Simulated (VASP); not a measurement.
# BP (F-43m) in VASP: notebook

BP is run at these levels: r2SCAN; tasks: single point.

Program: VASP 6.6.1. These are calculated values, not measurements. Logs are shortened: lines on timing, memory, paths and dates and some standing lists are left out, and cuts for length are marked.

## Step 1: The cell of the first run

Symmetry: F-43m, No. 216, cubic system. Conventional cell: a = 4.445 Å, b = 4.445 Å, c = 4.445 Å, α = 90.00°, β = 90.00°, γ = 90.00°. B (site symmetry -43m) has 4 P at 1.92 Å within 2.6 Å. Within 2.6 Å of P (site symmetry -43m) lie 4 B at 1.92 Å.

## Step 2: Single point, r2SCAN

Input file POSCAR:

```
BP
1.0
    0.0000000000      2.2226808807      2.2226808807
    2.2226808807      0.0000000000      2.2226808807
    2.2226808807      2.2226808807      0.0000000000
B P
1 1
Direct
    0.0000000000      0.0000000000      0.0000000000
    0.2500000000      0.2500000000      0.2500000000
```

Input file INCAR.step1:

```
SYSTEM = BP
PREC = Accurate
ENCUT = 520
ISMEAR = -1
SIGMA = 0.02
LREAL = .FALSE.
LASPH = .TRUE.
NELM = 100
NBANDS = 11
GGA = PE
ALGO = Normal
EDIFF = 1E-4
LWAVE = .TRUE.
LCHARG = .FALSE.
```

Input file INCAR.step2:

```
SYSTEM = BP
PREC = Accurate
ENCUT = 520
EDIFF = 1E-6
ISMEAR = -1
SIGMA = 0.02
LREAL = .FALSE.
LASPH = .TRUE.
NELM = 100
ALGO = Normal
ISIF = 2
LWAVE = .FALSE.
LCHARG = .FALSE.
METAGGA = R2SCAN
LMIXTAU = .TRUE.
NBANDS = 11
ISTART = 1
```

Input file KPOINTS:

```
Automatic mesh
0
G
  8 8 8
  0 0 0
```

Potentials or basis: VASP PAW PBE potentials, release 64 (B, P).

Launch:

```
$ cat potpaw_PBE.64/B/POTCAR potpaw_PBE.64/P/POTCAR > POTCAR
$ cp INCAR.step1 INCAR
$ mpirun -np 1 vasp_std > vasp.out
$ cp INCAR.step2 INCAR
$ mpirun -np 1 vasp_std > vasp.out
```

OUTCAR:

```text
SYSTEM = BP
   PREC = Accurate
   ENCUT = 520
   EDIFF = 1E-6
   ISMEAR = -1
   LREAL = .FALSE.
   LASPH = .TRUE.
   NELM = 100
   ISIF = 2
   METAGGA = R2SCAN
   ISTART = 1

 ion  position               nearest neighbor table
   1  0.000  0.000  0.000-   2 1.92   2 1.92   2 1.92   2 1.92
   2  0.250  0.250  0.250-   1 1.92   1 1.92   1 1.92   1 1.92

  LATTYP: Found a face centered cubic cell.
 ALAT       =     4.4453617614

  Lattice vectors:

 A1 = (   0.0000000000,   2.2226808807,   2.2226808807)
 A2 = (   2.2226808807,   0.0000000000,   2.2226808807)
 A3 = (   2.2226808807,   2.2226808807,   0.0000000000)

Analysis of symmetry for initial positions (statically):
=====================================================================
 Subroutine PRICEL returns:
 Original cell was already a primitive cell.

 Routine SETGRP: Setting up the symmetry group for a
 face centered cubic supercell.

 Subroutine GETGRP returns: Found 24 space group operations
 (whereof 24 operations were pure point group operations)
 out of a pool of 48 trial point group operations.

The static configuration has the point symmetry T_d .

Analysis of symmetry for dynamics (positions and initial velocities):
=====================================================================
 Subroutine PRICEL returns:
 Original cell was already a primitive cell.

 Routine SETGRP: Setting up the symmetry group for a
 face centered cubic supercell.

 Subroutine GETGRP returns: Found 24 space group operations
 (whereof 24 operations were pure point group operations)
 out of a pool of 48 trial point group operations.

The dynamic configuration has the point symmetry T_d .

 Subroutine INISYM returns: Found 24 space group operations
 (whereof 24 operations are pure point group operations),
 and found     1 'primitive' translations

----------------------------------------------------------------------------------------

                                     Primitive cell

  volume of cell :      21.9615

  direct lattice vectors                    reciprocal lattice vectors
     0.000000000  2.222680881  2.222680881    -0.224953570  0.224953570  0.224953570
     2.222680881  0.000000000  2.222680881     0.224953570 -0.224953570  0.224953570
     2.222680881  2.222680881  0.000000000     0.224953570  0.224953570 -0.224953570

  length of vectors
     3.143345446  3.143345446  3.143345446     0.389631013  0.389631013  0.389631013

  position of ions in fractional coordinates (direct lattice)
     0.000000000  0.000000000  0.000000000
     0.250000000  0.250000000  0.250000000

  ion indices of the primitive-cell ions
   primitive index   ion index
                 1           1
                 2           2

----------------------------------------------------------------------------------------

 KPOINTS: Automatic mesh

Automatic generation of k-mesh.
 Grid dimensions read from file:
 generate k-points for:    8    8    8

 Generating k-lattice:

  Cartesian coordinates                     Fractional coordinates (reciprocal lattice)
    -0.028119196  0.028119196  0.028119196     0.125000000  0.000000000  0.000000000
     0.028119196 -0.028119196  0.028119196     0.000000000  0.125000000  0.000000000
     0.028119196  0.028119196 -0.028119196     0.000000000  0.000000000  0.125000000

  Length of vectors
     0.048703877  0.048703877  0.048703877

  Shift w.r.t. Gamma in fractional coordinates (k-lattice)
     0.000000000  0.000000000  0.000000000

 Subroutine IBZKPT returns following result:
 ===========================================

 Found     29 irreducible k-points:

 Following reciprocal coordinates:
            Coordinates               Weight
  0.000000  0.000000  0.000000      1.000000
  0.125000  0.000000  0.000000      8.000000
  0.250000  0.000000  0.000000      8.000000
  0.375000  0.000000  0.000000      8.000000
  0.500000  0.000000  0.000000      4.000000
  0.125000  0.125000  0.000000      6.000000
[... 16 lines left out ...]
  0.500000  0.250000  0.125000     48.000000
 -0.375000  0.250000  0.125000     24.000000
 [... further k-points ...]
   k-points           NKPTS =     29   k-points in BZ     NKDIM =     29   number of bands    NBANDS=     11
   number of dos      NEDOS =    301   number of ions     NIONS =      2
   total plane-waves  NPLWV =  13824
   dimension x,y,z NGX =    24 NGY =   24 NGZ =   24
   dimension x,y,z NGXF=    48 NGYF=   48 NGZF=   48
   ions per type =               1   1
   NGX,Y,Z   is equivalent  to a cutoff of  12.69, 12.69, 12.69 a.u.
   NGXF,Y,Z  is equivalent  to a cutoff of  25.39, 25.39, 25.39 a.u.
 SYSTEM =  BP
   PREC   = accura    normal or accurate (medium, high low for compatibility)
   ISTART =      1    job   : 0-new  1-cont  2-samecut
   ICHARG =      0    charge: 1-file 2-atom 10-const
   ISPIN  =      1    spin polarized calculation?
   LNONCOLLINEAR =      F non collinear calculations
   LSORBIT =      F    spin-orbit coupling
   LASPH  =      T    aspherical Exc in radial PAW
   ENCUT  =  520.0 eV  38.22 Ry    6.18 a.u.   5.84  5.84  5.84*2*pi/ulx,y,z
   NELM   =    100;   NELMIN=  2; NELMDL=  0     # of ELM steps
   EDIFF  = 0.1E-05   stopping-criterion for ELM
   LREAL  =      F    real-space projection
   EDIFFG = 0.1E-04   stopping-criterion for IOM
   NSW    =      0    number of steps for IOM
   IBRION =     -1    ionic relax: 0-MD 1-quasi-New 2-CG
   NFREE  =      0    steps in history (QN), initial steepest desc. (CG)
   ISIF   =      2    stress and relaxation
   ISYM   =      2    0-nonsym 1-usesym 2-fastsym
   POTIM  = 0.5000    time-step for ionic-motion
   TEBEG  =    0.0;   TEEND  =   0.0 temperature during run
   PSTRESS=    0.0 pullay stress
   NELECT =       8.0000    total number of electrons
   NUPDOWN=      -1.0000    fix difference up-down
   EMIN   =  10.00;   EMAX   =-10.00  energy-range for DOS
   EFERMI =   0.00;   METHOD = LEGACY
   ISMEAR =    -1;   SIGMA  =   0.02  broadening in eV -4-tet -1-fermi 0-gaus
   EFERMI_NEDOS =   21; number of points for ismear=-14 and -15
   IALGO  =     38    algorithm
   IMIX   =      4    mixing-type and parameters
     AMIX     =   0.40;   BMIX     =  1.00
     AMIX_MAG =   1.60;   BMIX_MAG =  1.00
  volume/ion in A,a.u.               =      10.98        74.10
  Fermi-wavevector in a.u.,A,eV,Ry     =   1.169188  2.209445 18.599175  1.367001
  Thomas-Fermi vector in A             =   2.305664
   LORBIT       =      0    0 simple, 1 ext, 2 COOP (PROOUT), +10 PAW based schemes
   METAGGA = R2SCAN    functional components
   LHFCALC =     F    Hartree Fock is set to
   AEXX    =    0.0000 exact exchange contribution
   IVDW    =     0    specifies the selected vdW correction
   LEPSILON=     F    determine dielectric tensor
   LRPA    =     F    only Hartree local field effects (RPA)
 non-spin polarized calculation
  energy-cutoff  :      520.00
  volume of cell :       21.96
 maximum number of plane-waves:       609
   NGX = 11   NGY = 11   NGZ = 11

 number of electron       8.0000000 magnetization

 Free energy of the ion-electron system (eV)
  ---------------------------------------------------
  ext. energy  EPLUGINS =         0.00000000
  ---------------------------------------------------
  free energy    TOTEN  =       -17.26569941 eV

  energy without entropy =      -17.26569941  energy(sigma->0) =      -17.26569941

 E-fermi :   8.5734     XC(G=0): -11.7831

 val. band max:        8.1420839082   @ k =   0.0000   0.0000   0.0000
 cond. band min:       9.5446365702   @ k =   0.3750   0.3750   0.0000
 fundamental gap:      1.4025526620
 Fermi energy:         8.5734426294

 k-point     1 :       0.0000    0.0000    0.0000
  band No.  band energies     occupation
      1      -8.6997      2.00000
      2       8.1421      2.00000
      3       8.1421      2.00000
      4       8.1421      2.00000
      5      11.8844      0.00000
      6      11.8844      0.00000
      7      11.8844      0.00000
      8      17.1638      0.00000
      9      20.9667      0.00000
     10      20.9667      0.00000
     11      21.0368      0.00000

 k-point     2 :       0.1250    0.0000    0.0000
  band No.  band energies     occupation
      1      -8.3892      2.00000
      2       6.1212      2.00000
      3       7.6660      2.00000
      4       7.6660      2.00000
      5      12.5469      0.00000
      6      12.5469      0.00000
      7      12.5816      0.00000
      8      17.8790      0.00000
      9      20.0181      0.00000
     10      20.0181      0.00000
     11      21.9505      0.00000

 k-point     3 :       0.2500    0.0000    0.0000
  band No.  band energies     occupation
      1      -7.4760      2.00000
      2       2.8449      2.00000
      3       6.9043      2.00000
      4       6.9043      2.00000
      5      12.8191      0.00000
      6      13.3695      0.00000
      7      13.3695      0.00000
      8      19.1315      0.00000
      9      19.8000      0.00000
     10      19.8000      0.00000
     11      22.6564      0.00000

 k-point     4 :       0.3750    0.0000    0.0000
  band No.  band energies     occupation
      1      -6.0649      2.00000
      2      -0.1653      2.00000
      3       6.3793      2.00000
      4       6.3794      2.00000
      5      12.7307      0.00000
      6      13.3559      0.00000
      7      13.3559      0.00000
      8      19.4128      0.00000
      9      21.7416      0.00000
     10      21.7416      0.00000
     11      23.6440      0.00000
[... 239 lines left out ...]
 k-point    22 :       0.3750    0.2500    0.1250
  band No.  band energies     occupation
      1      -6.6731      2.00000
      2       2.8043      2.00000
      3       3.9286      2.00000
      4       5.9620      2.00000
      5      11.9703      0.00000
      6      14.6657      0.00000
      7      15.1066      0.00000
      8      16.5260      0.00000
      9      20.8682      0.00000
     10      23.4216      0.00000
     11      25.6211      0.00000

 k-point    23 :       0.5000    0.2500    0.1250
  band No.  band energies     occupation
      1      -5.2911      2.00000
      2       0.3763      2.00000
      3       3.2477      2.00000
      4       5.0914      2.00000
      5      12.6399      0.00000
      6      14.1950      0.00000
      7      16.2934      0.00000
      8      17.3941      0.00000
      9      21.9065      0.00000
     10      22.7888      0.00000
     11      26.8499      0.00000

 k-point    24 :      -0.3750    0.2500    0.1250
  band No.  band energies     occupation
      1      -4.2145      2.00000
      2      -1.1732      2.00000
      3       3.1772      2.00000
      4       4.6713      2.00000
      5      12.7043      0.00000
      6      13.9271      0.00000
      7      17.4551      0.00000
      8      19.0568      0.00000
      9      19.5583      0.00000
     10      23.8956      0.00000
     11      26.4977      0.00000

 [... further k-points ...]
[... 5 lines left out ...]
  --------------------------------------------------------------------------------------
  -------------------------------------------------------------------------------------
  Total        1.5074773      1.5074773      1.5074773      0.0000000      0.0000000      0.0000000
  in kB      109.9765305    109.9765305    109.9765305      0.0000000      0.0000000      0.0000000
  external PRESSURE =     109.9765305 kB  Pullay stress =       0.0000000 kB

 VOLUME and BASIS-vectors are now :
 -----------------------------------------------------------------------------
  energy-cutoff  :      520.00
  volume of cell :       21.96
      direct lattice vectors                 reciprocal lattice vectors
     0.000000000  2.222680881  2.222680881    -0.224953570  0.224953570  0.224953570
     2.222680881  0.000000000  2.222680881     0.224953570 -0.224953570  0.224953570
     2.222680881  2.222680881  0.000000000     0.224953570  0.224953570 -0.224953570

 POSITION                                       TOTAL-FORCE (eV/Angst)
 -----------------------------------------------------------------------------------
      0.00000      0.00000      0.00000         0.000000      0.000000      0.000000
      1.11134      1.11134      1.11134        -0.000000     -0.000000     -0.000000
 -----------------------------------------------------------------------------------
    total drift:                                0.000000      0.000000      0.000000

  FREE ENERGIE OF THE ION-ELECTRON SYSTEM (eV)
  ---------------------------------------------------
  free  energy   TOTEN  =       -17.2656994136 eV

  energy  without entropy=      -17.2656994136  energy(sigma->0) =      -17.26569941
```

Run time: 10 s. Hardware: 1 thread of Intel Xeon 6975P-C (Granite Rapids), shared host; peak memory 0.14 GiB.

What came out:

```yaml
Free_energy: -17.2657 eV
Pressure: 11.0 GPa
Band_gap_on_the_k_mesh: 1.40 eV, indirect (least direct gap 3.74 eV)
```

Caveat: the PAW data sets were made with another functional, which shifts forces and pressure a little. A k mesh can miss the band edges.

## Step 3: Single point, r2SCAN

This run uses another cell than the first one, of 11.21 Å³/atom, 1.021 times its volume.

Input file POSCAR:

```
BP
1.0
    0.0000000000      2.2383340787      2.2383340787
    2.2383340787      0.0000000000      2.2383340787
    2.2383340787      2.2383340787      0.0000000000
B P
1 1
Direct
    0.0000000000      0.0000000000      0.0000000000
    0.2500000000      0.2500000000      0.2500000000
```

Input file INCAR.step1:

```
SYSTEM = BP
  PREC = Accurate
  ENCUT = 520
  ISMEAR = -1
  SIGMA = 0.02
  LREAL = .False.
  LASPH = .True.
  NELM = 100
  NBANDS = 11
  GGA = PE
  ALGO = Normal
  EDIFF = 1E-4
  LWAVE = .True.
  LCHARG = .False.
```

Input file INCAR.step2:

```
SYSTEM = BP
  PREC = Accurate
  ENCUT = 520
  EDIFF = 1E-6
  ISMEAR = -1
  SIGMA = 0.02
  LREAL = .False.
  LASPH = .True.
  NELM = 100
  ALGO = Normal
  ISIF = 2
  LWAVE = .False.
  LCHARG = .False.
  METAGGA = R2SCAN
  LMIXTAU = .True.
  NBANDS = 11
  ISTART = 1
```

Input file KPOINTS:

```
Automatic mesh
0
Gamma
  8 8 8
  0 0 0
```

Potentials or basis: VASP PAW PBE potentials, release 64 (B, P).

Launch:

```
$ cat potpaw_PBE.64/B/POTCAR potpaw_PBE.64/P/POTCAR > POTCAR
$ cp INCAR.step1 INCAR
$ mpirun -np 1 vasp_std > vasp.out
$ cp INCAR.step2 INCAR
$ mpirun -np 1 vasp_std > vasp.out
```

It took 11 s on 1 thread of Intel Xeon 6975P-C (Granite Rapids), shared host; peak memory 0.14 GiB.

The run converged. Its results:

```
Free energy            : -17.2918 eV
Pressure               : 6.7 GPa
Band gap on the k mesh : 1.43 eV, indirect (least direct gap 3.71 eV)
```

Levels at points of the mesh, in eV from the valence-band top:
```csv
k point,band 1,band 2,band 3,band 4,band 5,band 6,band 7,band 8
"(0.00, 0.00, 0.00)",-16.64,0.00,0.00,0.00,3.71,3.71,3.71,8.67
"(0.50, 0.00, 0.00)",-12.99,-9.81,-1.92,-1.92,4.40,5.05,5.05,11.07
"(0.50, 0.50, 0.00)",-11.25,-9.35,-4.50,-4.50,1.46,1.87,13.47,13.47
```

Caveat: the PAW data sets were made with another functional, which shifts forces and pressure a little.

[end of part 1 of 2]
